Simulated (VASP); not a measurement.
# TiTe2 (P-3m1) in VASP: notebook

TiTe2 is run at these levels: BLYP, r2SCAN, PBEsol+U; tasks: relaxation of cell and atoms.

Everything below comes from runs of VASP 6.6.1. Logs are shortened: lines on timing, memory, paths and dates and some standing lists are left out, and cuts for length are marked.

**1. The cell of the first run**

The structure is trigonal, space group P-3m1 (No. 164). The conventional cell has a = 3.777 Å, b = 3.777 Å, c = 6.498 Å, α = 90.00°, β = 90.00°, γ = 120.00°. Within 3.8 Å of Te (site symmetry 3m) lie 3 Ti at 2.77 Å and 9 Te at 3.78 Å. Within 3.8 Å of Ti (site symmetry -3m) lie 6 Te at 2.77 Å and 6 Ti at 3.78 Å.

**2. Relaxation of cell and atoms, BLYP**

The input, INCAR:

```
SYSTEM = TiTe2
  AGGAC = 1.0
  AGGAX = 1.0
  ALDAC = 0.0
  ALDAX = 1.0
  ALGO = Normal
  EDIFF = 1E-6
  EDIFFG = -0.01
  ENCUT = 600
  GGA = B5
  IBRION = 2
  ISIF = 3
  ISMEAR = -1
  LASPH = .TRUE.
  LCHARG = .FALSE.
  LREAL = .FALSE.
  LWAVE = .FALSE.
  NELM = 100
  NSW = 60
  PREC = Accurate
  SIGMA = 0.05
```

The input, KPOINTS:

```
k-points
0
G
  8 8 4
  0 0 0
```

The input, POSCAR:

```
TiTe2
1.0
    3.7770000000      0.0000000000      0.0000000000
   -1.8885000000      3.2709779501      0.0000000000
    0.0000000000      0.0000000000      6.4980000000
Te Ti
2 1
Direct
    0.3333333333      0.6666666667      0.7372000000
    0.6666666667      0.3333333333      0.2628000000
    0.0000000000      0.0000000000      0.0000000000
```

Potentials or basis: VASP PAW PBE potentials, release 64 (Te, Ti_sv).

Run with:

```console
$ cat potpaw_PBE.64/Te/POTCAR potpaw_PBE.64/Ti_sv/POTCAR > POTCAR
$ mpirun -np 1 vasp_std > vasp.out
```

OUTCAR:

```text
SYSTEM = TiTe2
   EDIFF = 1E-6
   EDIFFG = -0.01
   ENCUT = 600
   GGA = B5
   IBRION = 2
   ISIF = 3
   ISMEAR = -1
   LASPH = .TRUE.
   LREAL = .FALSE.
   NELM = 100
   NSW = 60
   PREC = Accurate

 ion  position               nearest neighbor table
   1  0.333  0.667  0.737-   3 2.77   3 2.77   3 2.77
   2  0.667  0.333  0.263-   3 2.77   3 2.77   3 2.77
   3  0.000  0.000  0.000-   1 2.77   2 2.77   2 2.77   1 2.77   2 2.77   1 2.77

  LATTYP: Found a hexagonal cell.
 ALAT       =     3.7770000000
 C/A-ratio  =     1.7204130262

  Lattice vectors:

 A1 = (   3.7770000000,   0.0000000000,   0.0000000000)
 A2 = (  -1.8885000000,   3.2709779501,   0.0000000000)
 A3 = (   0.0000000000,   0.0000000000,   6.4980000000)

Analysis of symmetry for initial positions (statically):
=====================================================================
 Subroutine PRICEL returns:
 Original cell was already a primitive cell.

 Routine SETGRP: Setting up the symmetry group for a
 hexagonal supercell.

 Subroutine GETGRP returns: Found 12 space group operations
 (whereof 12 operations were pure point group operations)
 out of a pool of 24 trial point group operations.

The static configuration has the point symmetry D_3d.

Analysis of symmetry for dynamics (positions and initial velocities):
=====================================================================
 Subroutine PRICEL returns:
 Original cell was already a primitive cell.

 Routine SETGRP: Setting up the symmetry group for a
 hexagonal supercell.

 Subroutine GETGRP returns: Found 12 space group operations
 (whereof 12 operations were pure point group operations)
 out of a pool of 24 trial point group operations.

The dynamic configuration has the point symmetry D_3d.

 Subroutine INISYM returns: Found 12 space group operations
 (whereof 12 operations are pure point group operations),
 and found     1 'primitive' translations

----------------------------------------------------------------------------------------

                                     Primitive cell

  volume of cell :      80.2794

  direct lattice vectors                    reciprocal lattice vectors
     3.777000000  0.000000000  0.000000000     0.264760392  0.152859484  0.000000000
    -1.888500000  3.270977950  0.000000000     0.000000000  0.305718967  0.000000000
     0.000000000  0.000000000  6.498000000     0.000000000  0.000000000  0.153893506

  length of vectors
     3.777000000  3.777000000  6.498000000     0.305718967  0.305718967  0.153893506

  position of ions in fractional coordinates (direct lattice)
     0.333333333  0.666666667  0.737200000
     0.666666667  0.333333333  0.262800000
     0.000000000  0.000000000  0.000000000

  ion indices of the primitive-cell ions
   primitive index   ion index
                 1           1
                 2           2
                 3           3

----------------------------------------------------------------------------------------

 KPOINTS: k-points

Automatic generation of k-mesh.
 Grid dimensions read from file:
 generate k-points for:    8    8    4

 Generating k-lattice:

  Cartesian coordinates                     Fractional coordinates (reciprocal lattice)
     0.033095049  0.019107435  0.000000000     0.125000000 -0.000000000  0.000000000
     0.000000000  0.038214871  0.000000000     0.000000000  0.125000000  0.000000000
     0.000000000  0.000000000  0.038473376     0.000000000  0.000000000  0.250000000

  Length of vectors
     0.038214871  0.038214871  0.038473376

  Shift w.r.t. Gamma in fractional coordinates (k-lattice)
     0.000000000  0.000000000  0.000000000

 Subroutine IBZKPT returns following result:
 ===========================================

 Found     35 irreducible k-points:

 Following reciprocal coordinates:
            Coordinates               Weight
  0.000000  0.000000  0.000000      1.000000
  0.125000  0.000000  0.000000      6.000000
  0.250000  0.000000  0.000000      6.000000
  0.375000  0.000000  0.000000      6.000000
  0.500000  0.000000  0.000000      3.000000
  0.125000  0.125000  0.000000      6.000000
[... 16 lines left out ...]
 -0.125000  0.500000  0.250000     12.000000
  0.250000  0.250000  0.250000     12.000000
 [... further k-points ...]
   k-points           NKPTS =     35   k-points in BZ     NKDIM =     35   number of bands    NBANDS=     16
   number of dos      NEDOS =    301   number of ions     NIONS =      3
   total plane-waves  NPLWV =  48600
   dimension x,y,z NGX =    30 NGY =   30 NGZ =   54
   dimension x,y,z NGXF=    60 NGYF=   60 NGZF=  108
   ions per type =               2   1
   NGX,Y,Z   is equivalent  to a cutoff of  13.20, 13.20, 13.82 a.u.
   NGXF,Y,Z  is equivalent  to a cutoff of  26.41, 26.41, 27.63 a.u.
 SYSTEM =  TiTe2
   PREC   = accura    normal or accurate (medium, high low for compatibility)
   ISTART =      0    job   : 0-new  1-cont  2-samecut
   ICHARG =      2    charge: 1-file 2-atom 10-const
   ISPIN  =      1    spin polarized calculation?
   LNONCOLLINEAR =      F non collinear calculations
   LSORBIT =      F    spin-orbit coupling
   LASPH  =      T    aspherical Exc in radial PAW
   ENCUT  =  600.0 eV  44.10 Ry    6.64 a.u.   7.54  7.54 12.98*2*pi/ulx,y,z
   NELM   =    100;   NELMIN=  2; NELMDL= -5     # of ELM steps
   EDIFF  = 0.1E-05   stopping-criterion for ELM
   LREAL  =      F    real-space projection
   EDIFFG = -.1E-01   stopping-criterion for IOM
   NSW    =     60    number of steps for IOM
   IBRION =      2    ionic relax: 0-MD 1-quasi-New 2-CG
   NFREE  =      1    steps in history (QN), initial steepest desc. (CG)
   ISIF   =      3    stress and relaxation
   ISYM   =      2    0-nonsym 1-usesym 2-fastsym
   POTIM  = 0.5000    time-step for ionic-motion
   TEBEG  =    0.0;   TEEND  =   0.0 temperature during run
   PSTRESS=    0.0 pullay stress
   NELECT =      24.0000    total number of electrons
   NUPDOWN=      -1.0000    fix difference up-down
   EMIN   =  10.00;   EMAX   =-10.00  energy-range for DOS
   EFERMI =   0.00;   METHOD = LEGACY
   ISMEAR =    -1;   SIGMA  =   0.05  broadening in eV -4-tet -1-fermi 0-gaus
   EFERMI_NEDOS =   21; number of points for ismear=-14 and -15
   IALGO  =     38    algorithm
   IMIX   =      4    mixing-type and parameters
     AMIX     =   0.40;   BMIX     =  1.00
     AMIX_MAG =   1.60;   BMIX_MAG =  1.00
  volume/ion in A,a.u.               =      26.76       180.58
  Fermi-wavevector in a.u.,A,eV,Ry     =   1.094655  2.068597 16.303438  1.198269
  Thomas-Fermi vector in A             =   2.230964
   LORBIT       =      0    0 simple, 1 ext, 2 COOP (PROOUT), +10 PAW based schemes
   GGA     = B5    functional components
   LHFCALC =     F    Hartree Fock is set to
   AEXX    =    0.0000 exact exchange contribution
   IVDW    =     0    specifies the selected vdW correction
   LEPSILON=     F    determine dielectric tensor
   LRPA    =     F    only Hartree local field effects (RPA)
 conjugate gradient relaxation of ions
 non-spin polarized calculation
  energy-cutoff  :      600.00
  volume of cell :       80.28
 maximum number of plane-waves:      2714
   NGX = 15   NGY = 15   NGZ = 25

--------------------------------------- Ionic step        1  -------------------------------------------

 number of electron      24.0000002 magnetization

 Free energy of the ion-electron system (eV)
  ---------------------------------------------------
  ext. energy  EPLUGINS =         0.00000000
  ---------------------------------------------------
  free energy    TOTEN  =       -13.87521528 eV

  energy without entropy =      -13.86441251  energy(sigma->0) =      -13.86981390

------------------------ aborting loop because EDIFF is reached ----------------------------------------

  FORCE on cell =-STRESS in cart. coord.  units (eV):
  Direction    XX          YY          ZZ          XY          YZ          ZX
  --------------------------------------------------------------------------------------
  -------------------------------------------------------------------------------------
  Total        2.8034300      2.8034300      2.4977263      0.0000000      0.0000000     -0.0000000
  in kB       55.9494712     55.9494712     49.8483881      0.0000000      0.0000000     -0.0000000
  external PRESSURE =      53.9157768 kB  Pullay stress =       0.0000000 kB
[... 92 lines left out ...]
  FREE ENERGIE OF THE ION-ELECTRON SYSTEM (eV)
  ---------------------------------------------------
  free  energy   TOTEN  =       -13.9855134334 eV

  energy  without entropy=      -13.9742254553  energy(sigma->0) =      -13.97986944

 E-fermi :   4.8529     XC(G=0):  -8.1451

 val. band max:        4.8121798574   @ k =   0.5000   0.0000   0.5000
 cond. band min:       4.8693969350   @ k =   0.5000   0.0000   0.2500
 fundamental gap:      0.0572170776
 Fermi energy:         4.8529221611

 k-point     1 :       0.0000    0.0000    0.0000
  band No.  band energies     occupation
      1     -52.5967      2.00000
      2     -28.9958      2.00000
      3     -28.9958      2.00000
      4     -28.9590      2.00000
      5      -6.8250      2.00000
      6      -5.9407      2.00000
[... 433 lines left out ...]
      3     -29.0079      2.00000
      4     -28.9525      2.00000
      5      -5.5402      2.00000
      6      -5.3521      2.00000
[... 8 lines left out ...]
     15       5.9525      0.00000
     16       6.7255      0.00000

 [... further k-points ...]

[... ionic steps 4 to 44 ...]

--------------------------------------- Ionic step       45  -------------------------------------------

 number of electron      24.0000003 magnetization

------------------------ aborting loop because EDIFF is reached ----------------------------------------
[... 69 lines left out ...]
--------------------------------------- Ionic step       47  -------------------------------------------

 number of electron      24.0000001 magnetization

 Free energy of the ion-electron system (eV)
  ---------------------------------------------------
  ext. energy  EPLUGINS =         0.00000000
  ---------------------------------------------------
  free energy    TOTEN  =       -14.11712950 eV

  energy without entropy =      -14.10636303  energy(sigma->0) =      -14.11174626

 E-fermi :   3.6257     XC(G=0):  -7.4017

 val. band max:        3.4983284929   @ k =   0.1250   0.0000   0.2500
 cond. band min:       3.6290599250   @ k =   0.5000   0.0000   0.5000
 fundamental gap:      0.1307314321
 Fermi energy:         3.6257005366

 k-point     1 :       0.0000    0.0000    0.0000
  band No.  band energies     occupation
      1     -53.8710      2.00000
      2     -30.2682      2.00000
      3     -30.2682      2.00000
      4     -30.2351      2.00000
      5      -7.9531      2.00000
      6      -7.1416      2.00000
[... 433 lines left out ...]
      3     -30.2792      2.00000
      4     -30.2293      2.00000
      5      -6.7427      2.00000
      6      -6.5559      2.00000
[... 8 lines left out ...]
     15       4.6640      0.00000
     16       5.4672      0.00000

 [... further k-points ...]
[... 5 lines left out ...]
  --------------------------------------------------------------------------------------
  -------------------------------------------------------------------------------------
  Total        0.0220931      0.0220931      0.0227427      0.0000000      0.0000000      0.0000000
  in kB        0.3109209      0.3109209      0.3200626      0.0000000      0.0000000      0.0000000
  external PRESSURE =       0.3139682 kB  Pullay stress =       0.0000000 kB
[... 18 lines left out ...]
  FREE ENERGIE OF THE ION-ELECTRON SYSTEM (eV)
  ---------------------------------------------------
  free  energy   TOTEN  =       -14.1171295038 eV

  energy  without entropy=      -14.1063630251  energy(sigma->0) =      -14.11174626

 reached required accuracy - stopping structural energy minimisation
```

It took 25 min on 1 thread of AMD EPYC 9R45 (Zen 5), shared host; peak memory 0.23 GiB.

What came out:

* Free energy: -14.1171 eV
* Relaxed volume: 37.95 Å³/atom
* Relaxed cell: a = 3.912 Å, b = 3.912 Å, c = 8.589 Å, α = 90.00°, β = 90.00°, γ = 120.00°
* Space group after relaxing (to 0.1 Å): P-3m1 (No. 164)
* Energy gained by relaxing: 80.6 meV/atom
* Ionic steps: 47
* Pressure after relaxing: 0.0 GPa
* Largest force after relaxing: 0.007 eV/Å
* Band gap on the k mesh: zero (bands 12 and 13 overlap by 0.30 eV)

Forces on the atoms (eV/Å):
```
Te   0.000  0.000  0.007
Te   0.000  0.000 -0.007
Ti   0.000  0.000  0.000
```

The path:
| step | energy change (eV) | largest force (eV/Å) | pressure (GPa) | volume (Å³) |
| --- | --- | --- | --- | --- |
| 1 | 0.0000 | 0.0785 | 5.39 | 80.28 |
| 3 | -0.1103 | 0.5636 | 0.05 | 87.29 |
| 5 | -0.1585 | 0.1094 | 0.13 | 90.58 |
| 7 | -0.1993 | 0.0633 | 0.13 | 94.23 |
| 9 | -0.1984 | 0.4720 | -1.96 | 107.59 |
| 11 | -0.2304 | 0.0704 | -0.26 | 103.57 |
| 13 | -0.2261 | 0.2049 | 0.95 | 102.63 |
| 15 | -0.2331 | 0.0096 | 0.14 | 103.70 |
| 17 | -0.2338 | 0.1126 | -0.24 | 105.39 |
| 19 | -0.2348 | 0.0716 | -0.10 | 105.42 |
| 21 | -0.2367 | 0.0174 | -0.14 | 107.89 |
| 23 | -0.2376 | 0.0452 | 0.16 | 107.91 |
| 25 | -0.2392 | 0.0300 | 0.15 | 109.94 |
| 27 | -0.2397 | 0.0614 | -0.11 | 110.59 |
| 29 | -0.2403 | 0.0304 | -0.04 | 110.95 |
| 31 | -0.2405 | 0.0080 | -0.02 | 111.69 |
| 33 | -0.2406 | 0.0100 | 0.07 | 111.44 |
| 35 | -0.2407 | 0.0204 | 0.13 | 111.48 |
| 37 | -0.2410 | 0.0114 | 0.13 | 111.90 |
| 39 | -0.2414 | 0.0250 | 0.04 | 112.94 |
| 41 | -0.2416 | 0.0334 | -0.02 | 113.38 |
| 43 | -0.2418 | 0.0052 | 0.04 | 113.72 |
| 45 | -0.2418 | 0.0011 | 0.02 | 113.77 |
| 47 | -0.2419 | 0.0066 | 0.03 | 113.85 |

Final structure:
```
CELL_PARAMETERS angstrom
3.91229 0.00000 0.00000
-1.95614 3.38814 0.00000
0.00000 0.00000 8.58867
ATOMIC_POSITIONS crystal
Te 0.33333 0.66667 0.80110
Te 0.66667 0.33333 0.19890
Ti 0.00000 0.00000 0.00000
```

Levels at points of the mesh, in eV from the Fermi level:
| k point | band 10 | band 11 | band 12 | band 13 | band 14 | band 15 |
| --- | --- | --- | --- | --- | --- | --- |
| (0.00, 0.00, 0.00) | -0.82 | 0.30 | 0.30 | 0.53 | 0.76 | 0.76 |
| (0.50, 0.00, 0.00) | -1.78 | -1.60 | -0.81 | 0.04 | 0.89 | 1.17 |
| (0.00, 0.00, 0.50) | -1.28 | 0.30 | 0.30 | 0.67 | 0.75 | 0.75 |
| (0.50, 0.00, 0.50) | -1.78 | -1.47 | -0.80 | 0.00 | 0.89 | 1.17 |

Caveat: the volume moved by over 15 % at a fixed basis, so the end points are rough; the PAW data sets were made with another functional, which shifts forces and pressure a little; spin-orbit coupling is left out, which moves the levels of the heavy elements; this functional lacks dispersion, which binds layers or chains, so the pressure and a relaxed spacing across them are unreliable.

**3. Relaxation of cell and atoms, r2SCAN**

POSCAR is that of step 2.

The input, INCAR.step1:

```
SYSTEM = TiTe2
PREC = Accurate ; ENCUT = 600
ISMEAR = -1 ; SIGMA = 0.05
LREAL = .FALSE. ; LASPH = .TRUE.
NELM = 60 ; GGA = PE
ALGO = Normal ; EDIFF = 1E-4
LWAVE = .TRUE. ; LCHARG = .FALSE.
```

The input, INCAR.step2:

```
SYSTEM = TiTe2
PREC = Accurate ; ENCUT = 600
EDIFF = 1E-6 ; ISMEAR = -1
SIGMA = 0.05 ; LREAL = .FALSE.
LASPH = .TRUE. ; NELM = 60
ALGO = Normal ; ISIF = 3
LWAVE = .FALSE. ; LCHARG = .FALSE.
METAGGA = R2SCAN ; LMIXTAU = .TRUE.
IBRION = 2 ; NSW = 60
EDIFFG = -0.01 ; ISTART = 1
```

The input, KPOINTS:

```
Automatic mesh
0
G
  8 8 4
  0 0 0
```

Potentials or basis: VASP PAW PBE potentials, release 64 (Te, Ti_sv).

Run with:

```console
$ cat potpaw_PBE.64/Te/POTCAR potpaw_PBE.64/Ti_sv/POTCAR > POTCAR
$ cp INCAR.step1 INCAR
$ mpirun -np 1 vasp_std > vasp.out
$ cp INCAR.step2 INCAR
$ mpirun -np 1 vasp_std > vasp.out
```

Run time: 16 min. Hardware: 1 thread of AMD EPYC 9R45 (Zen 5), shared host; peak memory 0.24 GiB.

The run converged. Its results:

- Free energy: -66.2976 eV
- Relaxed volume: 28.34 Å³/atom
- Relaxed cell: a = 3.823 Å, b = 3.823 Å, c = 6.717 Å, α = 90.00°, β = 90.00°, γ = 120.00°
- Space group after relaxing (to 0.1 Å): P-3m1 (No. 164)
- Energy gained by relaxing: 8.8 meV/atom
- Ionic steps: 13
- Pressure after relaxing: 0.0 GPa
- Largest force after relaxing: 0.005 eV/Å
- Band gap on the k mesh: zero (bands 12 and 13 overlap by 0.50 eV)

Forces in eV/Å, atoms in the order of the input:
```
Te   0.000  0.000  0.005
Te   0.000  0.000 -0.005
Ti   0.000  0.000  0.000
```

The path:
```csv
step,energy change (eV),largest force (eV/Å),pressure (GPa),volume (Å³)
1,0.0000,0.1975,1.05,80.28
2,-0.0102,0.2905,-0.28,82.33
3,-0.0103,0.3042,-0.49,82.64
4,-0.0178,0.1260,-0.11,83.02
5,-0.0187,0.0377,0.08,83.21
6,-0.0216,0.0255,0.10,83.49
7,-0.0259,0.0076,0.20,84.33
8,-0.0261,0.0142,0.24,84.52
9,-0.0254,0.0903,-0.46,85.55
10,-0.0264,0.0215,0.00,84.86
11,-0.0264,0.0221,0.00,84.87
12,-0.0264,0.0121,-0.01,84.97
13,-0.0264,0.0054,-0.01,85.02
```

Final structure:
```
CELL_PARAMETERS angstrom
3.82326 0.00000 0.00000
-1.91163 3.31104 0.00000
0.00000 0.00000 6.71656
ATOMIC_POSITIONS crystal
Te 0.33333 0.66667 0.74932
Te 0.66667 0.33333 0.25068
Ti 0.00000 0.00000 0.00000
```

Levels at points of the mesh, in eV from the Fermi level:
```csv
k point,band 8,band 9,band 10,band 11,band 12,band 13,band 14,band 15,band 16
"(0.00, 0.00, 0.00)",-2.02,-2.02,0.13,0.35,0.35,0.50,0.81,0.81,3.13
"(0.50, 0.00, 0.00)",-3.92,-2.69,-2.53,-2.10,-1.30,0.08,1.11,1.48,2.50
"(0.00, 0.00, 0.50)",-2.50,-1.98,-1.98,0.35,0.35,0.61,0.61,1.07,3.41
"(0.50, 0.00, 0.50)",-4.55,-2.58,-2.27,-1.33,-0.97,-0.15,1.11,1.45,2.70
```

Caveat: the PAW data sets were made with another functional, which shifts forces and pressure a little; spin-orbit coupling is left out, which moves the levels of the heavy elements. Zero-point motion and thermal expansion aren't in these numbers.

(Part 1 of 2 ends here.)

The gap in the log of VASP goes by the Fermi energy; the results here count the filled bands.